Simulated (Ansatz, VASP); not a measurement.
**GaSb in VASP and in Ansatz**

```
Ga Sb
1.0
     0.00000    3.06588    3.06588
     3.06588    0.00000    3.06588
     3.06588    3.06588    0.00000
Ga Sb
1 1
Direct
  0.00000 0.00000 0.00000
  0.25000 0.25000 0.25000
```

Alike in both runs: task single point; functional HSE06; k mesh 4 × 4 × 4; no spin polarisation.

|  | VASP | Ansatz |
| --- | --- | --- |
| version | VASP 6.6.1 | Ansatz 0.2.0 |
| potentials or method | VASP PAW PBE potentials, release 64 (Ga_d, Sb) | plane waves |
| plane-wave cutoff (eV) | 520 | 420 |
| occupations | methfessel-paxton of order 1, width 0.05 eV | cold, width 0.05 eV |
| valence electrons in the cell | 18 | 28 |

|  | VASP | Ansatz | Ansatz less VASP |
| --- | --- | --- | --- |
| gap on the k mesh at the Fermi level (eV) | 0.85 | 0.83 | -0.018 |
| pressure (GPa) | -0.1 | 0.4 | +0.49 |

VASP's potentials hold 18 valence electrons a cell and Ansatz's 28, so a difference there can come from the potentials and not from the codes. Ansatz's warnings: stress exchange threshold loose, stress scf threshold loose.

The k mesh is coarse, so the values compare programs but aren't converged. Spin-orbit coupling is off throughout.
